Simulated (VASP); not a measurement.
# NiO in VASP: a series of runs

Runs on NiO. Level: PBEsol+U. Tasks: single point.

Program: VASP 6.6.1. These are calculated values, not measurements. Logs are shortened: lines on timing, memory, paths and dates and some standing lists are left out, and cuts for length are marked.

## Step 1: The cell of the first run

It takes space group Fm-3m (No. 225, cubic). Conventional cell: a = 4.172 Å, b = 4.172 Å, c = 4.172 Å, α = 90.00°, β = 90.00°, γ = 90.00°. Within 2.8 Å of Ni (site symmetry m-3m) lie 6 O at 2.09 Å. O (site symmetry m-3m) has 6 Ni at 2.09 Å within 2.8 Å.

## Step 2: Single point, PBEsol+U, collinear spin, antiferromagnetic start

INCAR

```
ALGO = Normal
EDIFF = 1E-6
ENCUT = 600
GGA = PS
GGA_COMPAT = F
ISIF = 2
ISMEAR = 0
ISPIN = 2
LASPH = T
LCHARG = F
LDAU = T
LDAUJ = 0 0
LDAUL = 2 -1
LDAUPRINT = 1
LDAUTYPE = 2
LDAUU = 6.2 0
LMAXMIX = 4
LORBIT = 11
LREAL = F
LWAVE = F
MAGMOM = 2 -2 0 0
NBANDS = 28
NELM = 200
PREC = Accurate
SIGMA = 0.1
```

KPOINTS

```
k-points
0
Gamma
  6 6 4
```

POSCAR

```
NiO
1.0
    0.0000000000      2.0859016410     -2.0859016410
    0.0000000000      2.0859016410      2.0859016410
    4.1718032830      0.0000000000      0.0000000000
Ni O
2 2
Direct
    0.0000000000      0.0000000000      0.0000000000
    0.5000000000      0.5000000000      0.5000000000
    0.0000000000      1.0000000000      0.5000000000
    0.5000000000      1.5000000000      1.0000000000
```

Potentials or basis: VASP PAW PBE potentials, release 64 (Ni, O).

Command:

```bash
cat potpaw_PBE.64/Ni/POTCAR potpaw_PBE.64/O/POTCAR > POTCAR
mpirun -np 1 vasp_std > vasp.out
```

OUTCAR:

```text
EDIFF = 1E-6
   ENCUT = 600
   GGA = PS
   ISIF = 2
   ISMEAR = 0
   ISPIN = 2
   LASPH = T
   LORBIT = 11
   LREAL = F
   NELM = 200
   PREC = Accurate

 ion  position               nearest neighbor table
   1  0.000  0.000  0.000-   4 2.09   4 2.09   4 2.09   4 2.09   3 2.09   3 2.09   2 2.95   2 2.95
                             2 2.95   2 2.95   2 2.95   2 2.95   2 2.95   2 2.95
   2  0.500  0.500  0.500-   3 2.09   3 2.09   3 2.09   3 2.09   4 2.09   4 2.09   1 2.95   1 2.95
                             1 2.95   1 2.95   1 2.95   1 2.95   1 2.95   1 2.95
   3  0.000  0.000  0.500-   2 2.09   2 2.09   2 2.09   2 2.09   1 2.09   1 2.09
   4  0.500  0.500  0.000-   1 2.09   1 2.09   1 2.09   1 2.09   2 2.09   2 2.09

  LATTYP: Found a simple tetragonal cell.
 ALAT       =     2.9499103905
 C/A-ratio  =     1.4142135627

  Lattice vectors:

 A1 = (   0.0000000000,   2.0859016410,  -2.0859016410)
 A2 = (   0.0000000000,   2.0859016410,   2.0859016410)
 A3 = (   4.1718032830,   0.0000000000,   0.0000000000)

Analysis of symmetry for initial positions (statically):
=====================================================================
 Subroutine PRICEL returns following result:

  LATTYP: Found a face centered cubic cell.
 ALAT       =     4.1718032825
[... 12 lines left out ...]
 Subroutine GETGRP returns: Found 16 space group operations
 (whereof 16 operations were pure point group operations)
 out of a pool of 16 trial point group operations.

The static configuration has the point symmetry D_4h.

Analysis of symmetry for dynamics (positions and initial velocities):
=====================================================================
 Subroutine PRICEL returns following result:

  LATTYP: Found a face centered cubic cell.
 ALAT       =     4.1718032825
[... 12 lines left out ...]
 Subroutine GETGRP returns: Found 16 space group operations
 (whereof 16 operations were pure point group operations)
 out of a pool of 16 trial point group operations.

The dynamic configuration has the point symmetry D_4h.

Analysis of structural, dynamic, and magnetic symmetry:
=====================================================================
 Subroutine PRICEL returns following result:

  LATTYP: Found a face centered cubic cell.
 ALAT       =     4.1718032825
[... 12 lines left out ...]
 Subroutine GETGRP returns: Found 16 space group operations
 (whereof 16 operations were pure point group operations)
 out of a pool of 16 trial point group operations.

The overall configuration has the point symmetry D_4h.

 Subroutine INISYM returns: Found 16 space group operations
 (whereof 16 operations are pure point group operations),
 and found     2 'primitive' translations

----------------------------------------------------------------------------------------

                                     Primitive cell

  volume of cell :      18.1515

  direct lattice vectors                    reciprocal lattice vectors
    -2.085901642 -2.085901641  0.000000000    -0.239704495 -0.239704495  0.239704495
    -2.085901641  0.000000000 -2.085901641    -0.239704495  0.239704495 -0.239704495
    -0.000000000 -2.085901641 -2.085901641     0.239704495 -0.239704495 -0.239704495

  length of vectors
     2.949910391  2.949910391  2.949910390     0.415180365  0.415180365  0.415180365

  position of ions in fractional coordinates (direct lattice)
     0.000000000  0.000000000  0.000000000
     0.500000000  0.500000000  0.500000000

  ion indices of the primitive-cell ions
   primitive index   ion index
                 1           1
                 2           3

----------------------------------------------------------------------------------------

 KPOINTS: k-points

Automatic generation of k-mesh.
 Grid dimensions read from file:
 generate k-points for:    6    6    4

 Generating k-lattice:

  Cartesian coordinates                     Fractional coordinates (reciprocal lattice)
     0.000000000  0.039950749 -0.039950749     0.166666667  0.000000000  0.000000000
     0.000000000  0.039950749  0.039950749     0.000000000  0.166666667  0.000000000
     0.059926124  0.000000000  0.000000000     0.000000000  0.000000000  0.250000000

  Length of vectors
     0.056498891  0.056498891  0.059926124

  Shift w.r.t. Gamma in fractional coordinates (k-lattice)
     0.000000000  0.000000000  0.000000000

 Subroutine IBZKPT returns following result:
 ===========================================
[... 76 lines left out ...]
   J (eV)           for each species LDAUJ =   0.0  0.0
   GGA     = PS    functional components
   LHFCALC =     F    Hartree Fock is set to
   AEXX    =    0.0000 exact exchange contribution
   IVDW    =     0    specifies the selected vdW correction
   LEPSILON=     F    determine dielectric tensor
   LRPA    =     F    only Hartree local field effects (RPA)
 spin polarized calculation
 Gauss-broadening in eV      SIGMA  =   0.10
  energy-cutoff  :      600.00
  volume of cell :       36.30
 maximum number of plane-waves:      1240
 NGX is ok and might be reduce to    24
   NGX = 11   NGY = 11   NGZ = 17

 number of electron      31.9999991 magnetization       0.0000000

atom =   1  type =  1  l = 2

 onsite density matrix

spin component  1

  0.9839 -0.0000 -0.0000  0.0000 -0.0000
 -0.0000  0.9838 -0.0000 -0.0000  0.0000
 -0.0000 -0.0000  1.0397 -0.0000 -0.0000
  0.0000 -0.0000 -0.0000  0.9839  0.0000
 -0.0000  0.0000 -0.0000  0.0000  1.0397

spin component  2

  0.9818 -0.0000  0.0000  0.0000 -0.0000
 -0.0000  0.9818  0.0000 -0.0000  0.0000
  0.0000  0.0000  0.1437  0.0000  0.0008
  0.0000 -0.0000  0.0000  0.9818 -0.0000
 -0.0000  0.0000  0.0008 -0.0000  0.1428

 occupancies and eigenvectors

  o =  0.1423  v =  0.0000  0.0000  0.0000  0.0000  0.0000  0.0000  0.0000  0.5000 -0.0000 -0.8660      0.0000  0.0000  0.0000  0.0000  0.0000  0.0000  0.0000  0.0000  0.0000  0.0000
  o =  0.1442  v =  0.0000  0.0000  0.0000  0.0000  0.0000  0.0000  0.0000 -0.8660  0.0000 -0.5000      0.0000  0.0000  0.0000  0.0000  0.0000  0.0000  0.0000  0.0000  0.0000  0.0000
  o =  0.9818  v =  0.0000  0.0000  0.0000  0.0000  0.0000  0.0000 -1.0000 -0.0000  0.0000 -0.0000      0.0000  0.0000  0.0000  0.0000  0.0000  0.0000  0.0000  0.0000  0.0000  0.0000
  o =  0.9818  v =  0.0000  0.0000  0.0000  0.0000  0.0000  1.0000  0.0000  0.0000  0.0000  0.0000      0.0000  0.0000  0.0000  0.0000  0.0000  0.0000  0.0000  0.0000  0.0000  0.0000
  o =  0.9818  v =  0.0000  0.0000  0.0000  0.0000  0.0000  0.0000  0.0000 -0.0000  1.0000  0.0000      0.0000  0.0000  0.0000  0.0000  0.0000  0.0000  0.0000  0.0000  0.0000  0.0000
  o =  0.9838  v =  0.0000  1.0000  0.0000 -0.0000  0.0000  0.0000  0.0000  0.0000  0.0000  0.0000      0.0000  0.0000  0.0000  0.0000  0.0000  0.0000  0.0000  0.0000  0.0000  0.0000
  o =  0.9839  v =  0.0000  0.0000 -0.0000  1.0000 -0.0000  0.0000  0.0000  0.0000  0.0000  0.0000      0.0000  0.0000  0.0000  0.0000  0.0000  0.0000  0.0000  0.0000  0.0000  0.0000
  o =  0.9839  v =  1.0000  0.0000  0.0000  0.0000  0.0000  0.0000  0.0000  0.0000  0.0000  0.0000      0.0000  0.0000  0.0000  0.0000  0.0000  0.0000  0.0000  0.0000  0.0000  0.0000
  o =  1.0397  v =  0.0000 -0.0000  0.8660  0.0000  0.5000  0.0000  0.0000  0.0000  0.0000  0.0000      0.0000  0.0000  0.0000  0.0000  0.0000  0.0000  0.0000  0.0000  0.0000  0.0000
  o =  1.0398  v =  0.0000 -0.0000 -0.5000 -0.0000  0.8660  0.0000  0.0000  0.0000  0.0000  0.0000      0.0000  0.0000  0.0000  0.0000  0.0000  0.0000  0.0000  0.0000  0.0000  0.0000

atom =   2  type =  1  l = 2

 onsite density matrix

spin component  1

  0.9818  0.0000  0.0000 -0.0000 -0.0000
  0.0000  0.9818  0.0000 -0.0000 -0.0000
  0.0000  0.0000  0.1437  0.0000  0.0008
 -0.0000 -0.0000  0.0000  0.9818  0.0000
 -0.0000 -0.0000  0.0008  0.0000  0.1428

spin component  2

  0.9839 -0.0000  0.0000 -0.0000 -0.0000
 -0.0000  0.9838  0.0000 -0.0000  0.0000
  0.0000  0.0000  1.0397 -0.0000 -0.0000
 -0.0000 -0.0000 -0.0000  0.9839  0.0000
 -0.0000  0.0000 -0.0000  0.0000  1.0397

 occupancies and eigenvectors

  o =  0.1423  v =  0.0000 -0.0000 -0.5000  0.0000  0.8660  0.0000  0.0000  0.0000  0.0000  0.0000      0.0000  0.0000  0.0000  0.0000  0.0000  0.0000  0.0000  0.0000  0.0000  0.0000
  o =  0.1442  v =  0.0000  0.0000  0.8660 -0.0000  0.5000  0.0000  0.0000  0.0000  0.0000  0.0000      0.0000  0.0000  0.0000  0.0000  0.0000  0.0000  0.0000  0.0000  0.0000  0.0000
  o =  0.9818  v =  0.0000 -1.0000 -0.0000 -0.0000 -0.0000  0.0000  0.0000  0.0000  0.0000  0.0000      0.0000  0.0000  0.0000  0.0000  0.0000  0.0000  0.0000  0.0000  0.0000  0.0000
  o =  0.9818  v =  0.0000 -0.0000 -0.0000  1.0000  0.0000  0.0000  0.0000  0.0000  0.0000  0.0000      0.0000  0.0000  0.0000  0.0000  0.0000  0.0000  0.0000  0.0000  0.0000  0.0000
  o =  0.9818  v =  1.0000  0.0000  0.0000  0.0000  0.0000  0.0000  0.0000  0.0000  0.0000  0.0000      0.0000  0.0000  0.0000  0.0000  0.0000  0.0000  0.0000  0.0000  0.0000  0.0000
  o =  0.9838  v =  0.0000  0.0000  0.0000  0.0000  0.0000  0.0000 -1.0000  0.0000  0.0000 -0.0000      0.0000  0.0000  0.0000  0.0000  0.0000  0.0000  0.0000  0.0000  0.0000  0.0000
  o =  0.9839  v =  0.0000  0.0000  0.0000  0.0000  0.0000  0.0000 -0.0000  0.0000 -1.0000  0.0000      0.0000  0.0000  0.0000  0.0000  0.0000  0.0000  0.0000  0.0000  0.0000  0.0000
  o =  0.9839  v =  0.0000  0.0000  0.0000  0.0000  0.0000  1.0000  0.0000  0.0000  0.0000  0.0000      0.0000  0.0000  0.0000  0.0000  0.0000  0.0000  0.0000  0.0000  0.0000  0.0000
  o =  1.0397  v =  0.0000  0.0000  0.0000  0.0000  0.0000  0.0000  0.0000 -0.8660 -0.0000 -0.5000      0.0000  0.0000  0.0000  0.0000  0.0000  0.0000  0.0000  0.0000  0.0000  0.0000
  o =  1.0398  v =  0.0000  0.0000  0.0000  0.0000  0.0000  0.0000  0.0000  0.5000  0.0000 -0.8660      0.0000  0.0000  0.0000  0.0000  0.0000  0.0000  0.0000  0.0000  0.0000  0.0000

 number of electron      31.9999991 magnetization      -0.0000000

 Free energy of the ion-electron system (eV)
  ---------------------------------------------------
  ext. energy  EPLUGINS =         0.00000000
  ---------------------------------------------------
  free energy    TOTEN  =       -21.94363740 eV

  energy without entropy =      -21.94363740  energy(sigma->0) =      -21.94363740

 E-fermi :   7.2822     XC(G=0): -12.9307

 val. band max:        6.8160730108   @ k =   0.5000   0.0000   0.5000
 cond. band min:       9.2120119874   @ k =   0.0000   0.0000   0.5000
 fundamental gap:      2.3959389766
 Fermi energy:         7.2822303613

 spin component 1

 k-point     1 :       0.0000    0.0000    0.0000
  band No.  band energies     occupation
      1     -12.0190      1.00000
      2     -10.5521      1.00000
      3       0.7445      1.00000
      4       1.1397      1.00000
      5       1.1858      1.00000
      6       1.2285      1.00000
[... 1481 lines left out ...]
     27      27.5437      0.00000
     28      27.8115      0.00000

 [... further k-points ...]

------------------------ aborting loop because EDIFF is reached ----------------------------------------

  FORCE on cell =-STRESS in cart. coord.  units (eV):
  Direction    XX          YY          ZZ          XY          YZ          ZX
  --------------------------------------------------------------------------------------
  -------------------------------------------------------------------------------------
  Total       -1.5783006     -1.5707838     -1.5707838     -0.0000000      0.0000000      0.0000000
  in kB      -69.6560489    -69.3243052    -69.3243052     -0.0000000      0.0000000      0.0000000
  external PRESSURE =     -69.4348864 kB  Pullay stress =       0.0000000 kB

 VOLUME and BASIS-vectors are now :
 -----------------------------------------------------------------------------
  energy-cutoff  :      600.00
  volume of cell :       36.30
      direct lattice vectors                 reciprocal lattice vectors
     0.000000000  2.085901641 -2.085901641     0.000000000  0.239704495 -0.239704495
     0.000000000  2.085901641  2.085901641     0.000000000  0.239704495  0.239704495
     4.171803283  0.000000000  0.000000000     0.239704495  0.000000000  0.000000000

 POSITION                                       TOTAL-FORCE (eV/Angst)
 -----------------------------------------------------------------------------------
      0.00000      0.00000      0.00000        -0.000000      0.000000      0.000000
      2.08590      2.08590      0.00000         0.000000     -0.000000     -0.000000
      2.08590      0.00000      0.00000         0.000000     -0.000000     -0.000000
      0.00000      2.08590      0.00000        -0.000000      0.000000      0.000000
 -----------------------------------------------------------------------------------
    total drift:                               -0.000000     -0.000000     -0.000000

  FREE ENERGIE OF THE ION-ELECTRON SYSTEM (eV)
  ---------------------------------------------------
  free  energy   TOTEN  =       -21.9436374005 eV

  energy  without entropy=      -21.9436374005  energy(sigma->0) =      -21.94363740

 total charge

# of ion       s       p       d       tot
------------------------------------------
    1        0.350   0.435   8.234   9.020
    2        0.350   0.435   8.234   9.020
    3        1.538   3.464   0.000   5.001
    4        1.538   3.464   0.000   5.001
--------------------------------------------------
tot          3.776   7.798  16.468  28.042

 magnetization (x)

# of ion       s       p       d       tot
------------------------------------------
    1        0.015   0.017   1.796   1.828
    2       -0.015  -0.017  -1.796  -1.828
    3       -0.006  -0.056   0.000  -0.062
    4        0.006   0.056   0.000   0.062
--------------------------------------------------
tot          0.000   0.000   0.000   0.000
```

Run time: 37 s. Hardware: 1 thread of Oxide Virtual Turin-like, shared host; peak memory 0.17 GiB.

Results:

- Free energy: -21.9436 eV
- Pressure: -6.9 GPa
- Band gap on the k mesh: 2.40 eV
- Net moment: 0.00 μB per cell
- Site moments: Ni +1.83, -1.83; O -0.06, +0.06 μB
- Valence electrons inside the program's atomic spheres: Ni 9.02; O 5.00

Eigenvalues of the final occupation matrices:
```
    site  spin  trace               eigenvalues
site 1 d     1   5.03  0.98 0.98 0.98 1.04 1.04
site 1 d     2   3.23  0.14 0.14 0.98 0.98 0.98
site 2 d     1   3.23  0.14 0.14 0.98 0.98 0.98
site 2 d     2   5.03  0.98 0.98 0.98 1.04 1.04
```

Caveat: the cell stands under tension; the PAW data sets were made with another functional, which shifts forces and pressure a little.

[end of part 1 of 2]
